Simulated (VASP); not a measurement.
Input of a VASP 6.6.1 run:

The input INCAR:

```
ALGO = Normal
EDIFF = 1E-6
ENCUT = 520
GGA = PS
ISIF = 2
ISMEAR = 0
LASPH = True
LCHARG = False
LREAL = False
LWAVE = False
NBANDS = 11
NELM = 60
PREC = Accurate
SIGMA = 0.01
```

The input KPOINTS:

```
k-points
0
Gamma
  6 6 6
```

Contents of POSCAR:

```
BP
1.0
    0.0000000000      2.2690000000      2.2690000000
    2.2690000000      0.0000000000      2.2690000000
    2.2690000000      2.2690000000      0.0000000000
B P
1 1
Direct
    0.0000000000      0.0000000000      0.0000000000
    0.2500000000      0.2500000000      0.2500000000
```

Potentials or basis: VASP PAW PBE potentials, release 64 (B, P).

Launch:

```sh
$ cat potpaw_PBE.64/B/POTCAR potpaw_PBE.64/P/POTCAR > POTCAR
$ mpirun -np 1 vasp_std > vasp.out
```

Question: Predict the pressure.

Answer: -1.7 GPa.

Question: Estimate the band gap on the k mesh.

Answer: 1.22 eV, indirect (least direct gap 3.35 eV).

Caveat: the PAW data sets were made with another functional, which shifts forces and pressure a little. A k mesh can miss the band edges.
